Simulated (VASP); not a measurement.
Input of a VASP 6.6.1 run:

Contents of INCAR:

```
ALGO     = Normal         # electronic algorithm
EDIFF    = 1E-6           # SCF threshold, eV
ENCUT    = 520            # plane-wave cutoff, eV
GGA      = PE             # functional
ISIF     = 2              # what is computed and relaxed
ISMEAR   = -1             # smearing method
LASPH    = T              # aspherical terms in the spheres
LCHARG   = F              # write CHGCAR
LREAL    = F              # projectors in reciprocal space
LWAVE    = F              # write WAVECAR
NBANDS   = 11             # bands
NELM     = 80             # most SCF steps
PREC     = Accurate       # precision mode
SIGMA    = 0.1            # smearing width, eV
```

The input KPOINTS:

```
k-points
0
Gamma
  10 10 10
```

Contents of POSCAR:

```
Ba
1.0
    0.0000000000      2.9997281613      2.9997281613
    2.9997281613      0.0000000000      2.9997281613
    2.9997281613      2.9997281613      0.0000000000
Ba
1
Direct
    0.0000000000      0.0000000000      0.0000000000
```

Potentials or basis: VASP PAW PBE potentials, release 64 (Ba_sv).

Command:

```bash
$ cat potpaw_PBE.64/Ba_sv/POTCAR > POTCAR
$ mpirun -np 1 vasp_std > vasp.out
```

**Question.** Estimate the pressure.

**Answer.** 1.8 GPa.

**Question.** Predict the band gap on the k mesh.

**Answer.** Zero (band 5 reaches 2.31 eV, above the bottom of band 6 at 1.89 eV).

Caveat: spin-orbit coupling is left out, which moves the levels of the heavy elements.
